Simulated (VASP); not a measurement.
Wanted: the native input for a VASP 6.6.1 run.

| Item | Value |
| --- | --- |
| Task | relaxation of the atoms |
| Functional | LDA |
| Potentials or basis | VASP PAW LDA potentials, release 64 (Al, N) |
| Cutoff | 520 eV |
| k mesh | 8 × 8 × 5 |
| Occupations | gaussian, width 0.05 eV |
| Spin | no spin polarisation |
| Dipole correction | no |
| Further INCAR settings | ALGO = Normal; EDIFF = 1e-07; IBRION = 2; EDIFFG = -0.003; NSW = 80 |

The structure of AlN lies in POSCAR:

```
AlN
1.0
    3.1110000000      0.0000000000      0.0000000000
   -1.5555000000      2.6942050300      0.0000000000
    0.0000000000      0.0000000000      4.9810000000
Al N
2 2
Direct
    0.3333333333      0.6666666667      0.0000000000
    0.6666666667      0.3333333333      0.5000000000
    0.3333333333      0.6666666667      0.3820000000
    0.6666666667      0.3333333333      0.8820000000
```

These files were run (other wordings do the same):

INCAR

```
SYSTEM = AlN
PREC = Accurate
ENCUT = 520
EDIFF = 1E-7
ISMEAR = 0
SIGMA = 0.05
LREAL = .FALSE.
LASPH = .TRUE.
NELM = 80
ALGO = Normal
ISIF = 2
LWAVE = .FALSE.
LCHARG = .FALSE.
IBRION = 2
NSW = 80
EDIFFG = -0.003
```

KPOINTS

```
regular mesh
0
G
  8 8 5
  0 0 0
```

Potentials or basis: VASP PAW LDA potentials, release 64 (Al, N).

Run with:

```sh
$ cat potpaw_LDA.64/Al/POTCAR potpaw_LDA.64/N/POTCAR > POTCAR
$ mpirun -np 1 vasp_std > vasp.out
```

It gave:

```json
{
 "Energy gained by relaxing": "0.0 meV/atom",
 "Ionic steps": "3",
 "Pressure after relaxing": "-3.9 GPa",
 "Band gap on the k mesh": "4.23 eV, direct"
}
```

It took 35 s on 1 thread of AMD EPYC 7R13 (shared host), peak memory 0.11 GiB.
